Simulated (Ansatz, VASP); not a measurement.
## One calculation of Ba, two programs

```
Ba
1.0
     3.89611   -3.90460    0.00000
     3.89611    3.90460    0.00000
     0.00000    0.00000    7.80719
Ba
4
Direct
  0.25003 0.74997 0.25004
  0.74997 0.25003 0.25004
  0.25003 0.74997 0.74996
  0.74997 0.25003 0.74996
```

Alike in both runs: functional PBE; k mesh 4 × 4 × 2; occupations gaussian, width 0.1 eV; no spin polarisation.

Ansatz relaxed the structure, and its values are those at the end. VASP's run is a single point on that final structure, the one shown.

|  | VASP | Ansatz |
| --- | --- | --- |
| version | VASP 6.6.1 | Ansatz 0.2.0 |
| potentials or method | VASP PAW PBE potentials, release 64 (Ba_sv), cutoff 520 eV | scalar-relativistic, plane waves, PAW |
| valence electrons in the cell | 40 | 40 |

|  | VASP | Ansatz | Ansatz less VASP |
| --- | --- | --- | --- |
| gap on the k mesh at the Fermi level (eV) | none | none | - |
| pressure (GPa) | 0.2 | 0.0 | -0.15 |

A gap of «none» marks a metal or a gap that the smearing closes.

The k mesh is coarse, so the values compare programs but aren't converged. Neither program's run includes spin-orbit coupling.
